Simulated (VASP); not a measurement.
# BN: single point with PBEsol

BN:

```xyz
8
Lattice="4.4642 0.0000 0.0000 0.0000 4.4642 0.0000 0.0000 0.0000 2.6903" Properties=species:S:1:pos:R:3 pbc="T T T"
B     0.7774    3.6868    1.3452
B     1.4547    1.4547    0.0000
B     3.0095    3.0095    0.0000
B     3.6868    0.7774    1.3452
N     3.6267    3.6267    1.3452
N     1.3946    3.0696    0.0000
N     3.0696    1.3946    0.0000
N     0.8375    0.8375    1.3452
```

```json
{"Program": "VASP 6.6.1", "Task": "single point", "Functional": "PBEsol", "Potentials or basis": "VASP PAW PBE potentials, release 64 (B, N)", "Cutoff": "520 eV", "k mesh": "6 × 6 × 10", "Occupations": "gaussian, width 0.05 eV", "Spin": "no spin polarisation"}
```

* Pressure: -27.4 GPa
* Largest force: 0.091 eV/Å
* Band gap on the k mesh: 4.60 eV (least direct gap 5.48 eV)

Forces on the atoms (eV/Å):
```
B    0.009 -0.009  0.000
B   -0.009 -0.009  0.000
B    0.009  0.009  0.000
B   -0.009  0.009  0.000
N   -0.064 -0.064  0.000
N   -0.064  0.064  0.000
N    0.064 -0.064  0.000
N    0.064  0.064  0.000
```

Stress tensor (GPa, compression positive):
```
-16.45   0.00   0.00
  0.00 -16.45   0.00
  0.00   0.00 -49.27
```

Levels at points of the mesh, in eV from the valence-band top:
```
           k point  band 12  band 13  band 14  band 15  band 16  band 17  band 18  band 19  band 20  band 21
(0.00, 0.00, 0.00)    -2.50    -0.61    -0.47     0.00     0.00     5.48     6.54     7.97     8.40     8.40
(0.50, 0.00, 0.00)    -3.15    -1.62    -1.62    -1.28    -1.28     6.58     6.58     7.78     7.78     8.83
(0.50, 0.50, 0.00)    -3.34    -2.69    -2.69    -2.27    -2.27     6.93     6.93     7.07     7.07     7.74
(0.00, 0.00, 0.50)    -4.88    -3.90    -3.90    -3.28    -3.28     6.20     6.20     9.88     9.88    11.07
(0.50, 0.00, 0.50)    -4.44    -3.51    -3.51    -1.94    -1.94     6.49     6.49     8.47     8.47     8.86
(0.50, 0.50, 0.50)    -3.24    -2.95    -2.95    -2.30    -2.30     5.89     5.89     6.61     6.61     8.18
```

It took 57 s on 1 thread of AMD EPYC 7R13 Processor (Zen 3), with other jobs on the host, peak memory 0.17 GiB.

Caveat: the cell stands under tension; the PAW data sets were made with another functional, which shifts forces and pressure a little. A k mesh can miss the band edges.
